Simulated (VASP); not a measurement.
Wanted: the native input for a VASP 6.6.1 run.

| Item | Value |
| --- | --- |
| Task | single point |
| Functional | LDA |
| Potentials or basis | VASP PAW LDA potentials, release 64 (Pb_d, F) |
| Cutoff | 600 eV |
| k mesh | 13 × 13 × 13 |
| Occupations | methfessel-paxton, width 0.1 eV |
| Spin | no spin polarisation |
| Dipole correction | no |
| Further INCAR settings | ALGO = Normal; EDIFF = 1e-06; NBANDS = 21 |

The structure of PbF2 lies in POSCAR:

```
PbF2
1.0
    0.0000000000      2.9636600000      2.9636600000
    2.9636600000      0.0000000000      2.9636600000
    2.9636600000      2.9636600000      0.0000000000
Pb F
1 2
Direct
    0.0000000000      0.0000000000      0.0000000000
    0.7500000000      0.7500000000      0.7500000000
    0.2500000000      0.2500000000      0.2500000000
```

These files were run (other wordings do the same):

INCAR

```
PREC = Accurate ; ENCUT = 600
EDIFF = 1E-6 ; ISMEAR = 1
SIGMA = 0.1 ; LREAL = False
LASPH = True ; NELM = 120
ALGO = Normal ; ISIF = 2
LWAVE = False ; LCHARG = True
GGA = CA ; LELF = True
LVHAR = True ; NBANDS = 21
GGA_COMPAT = False
```

KPOINTS

```
Automatic mesh
0
Gamma
  13 13 13
```

Potentials or basis: VASP PAW LDA potentials, release 64 (Pb_d, F).

Launch:

```console
$ cat potpaw_LDA.64/Pb_d/POTCAR potpaw_LDA.64/F/POTCAR > POTCAR
$ mpirun -np 1 vasp_std > vasp.out
```

It gave:

The pressure is -4.6 GPa and the band gap on the k mesh is 4.24 eV (least direct gap 4.41 eV).

Caveat: the cell stands under tension; spin-orbit coupling is left out, which moves the levels of the heavy elements; an odd mesh through Γ misses points on the zone boundary, where band edges can lie.

It took 2.6 min on 1 thread of Intel Xeon 8259CL (shared host), peak memory 0.24 GiB.
